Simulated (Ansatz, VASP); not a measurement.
ZnO: VASP beside Ansatz

The input INCAR:

```
PREC     = Accurate       # precision mode
ENCUT    = 520            # plane-wave cutoff, eV
EDIFF    = 1E-7           # SCF threshold, eV
ISMEAR   = 0              # smearing method
SIGMA    = 0.05           # smearing width, eV
LREAL    = False          # projectors in reciprocal space
LASPH    = True           # aspherical terms in the spheres
NELM     = 60             # most SCF steps
ALGO     = Normal         # electronic algorithm
ISIF     = 2              # what is computed and relaxed
LWAVE    = False          # write WAVECAR
LCHARG   = True           # write CHGCAR
GGA      = CA             # functional
LELF     = True           # ELF
LVHAR    = True         
NBANDS   = 26             # bands
```

KPOINTS

```
Automatic mesh
0
Gamma
  9 9 4
```

Contents of POSCAR:

```
ZnO
1.0
    3.3866061734      0.0000000000      0.0000000000
   -1.6933030867      2.9328869788      0.0000000000
    0.0000000000      0.0000000000      7.2373979702
Zn O
2 2
Direct
    0.0000000000      0.0000000000      0.7500000000
    0.0000000000      0.0000000000      0.2500000000
    0.3333333333      0.6666666667      0.2500000000
    0.6666666667      0.3333333333      0.7500000000
```

Input for Ansatz:

```yaml
crystal:
  lattice:
    - [3.3866061734, 0.0, 0.0]
    - [-1.6933030867, 2.9328869788, 0.0]
    - [0.0, 0.0, 7.2373979702]
  atoms:
    - { symbol: Zn, position: [0.0, 0.0, 0.75] }
    - { symbol: Zn, position: [0.0, 0.0, 0.25] }
    - { symbol: O, position: [0.3333333333, 0.6666666667, 0.25] }
    - { symbol: O, position: [0.6666666667, 0.3333333333, 0.75] }
basis:
  ecutwfc: 420
kpoints:
  mp_grid: { grid: [9, 9, 4] }
hamiltonian:
  xc: lda
scf:
  occupations: { method: gaussian, width: 0.05 }
output:
  forces: true
  stress: true
  eigenvalues: true
```

Change from the starting cell: strain +0.030 along x and y, +0.015 along z, atoms carried along.

Alike in both runs: task single point; functional LDA; k mesh 9 × 9 × 4; occupations gaussian, width 0.05 eV; no spin polarisation.

```csv
,VASP,Ansatz
version,VASP 6.6.1,Ansatz 0.2.0
potentials or method,"VASP PAW LDA potentials, release 64 (Zn, O), cutoff 520 eV","scalar-relativistic, plane waves, PAW"
valence electrons in the cell,36,36
```

|  | VASP | Ansatz | Ansatz less VASP |
| --- | --- | --- | --- |
| gap on the k mesh at the Fermi level (eV) | 0.72 | 0.71 | -0.010 |
| least direct gap on the mesh (eV) | 0.72 | 0.71 | -0.010 |
| pressure (GPa) | -13.2 | -13.7 | -0.49 |
| traceless stress, the component that is largest in VASP (GPa) | 11.39 | 11.99 | +0.603 |

LDA's correlation is that of Perdew and Zunger in VASP and of Perdew and Wang (1992) in Ansatz.
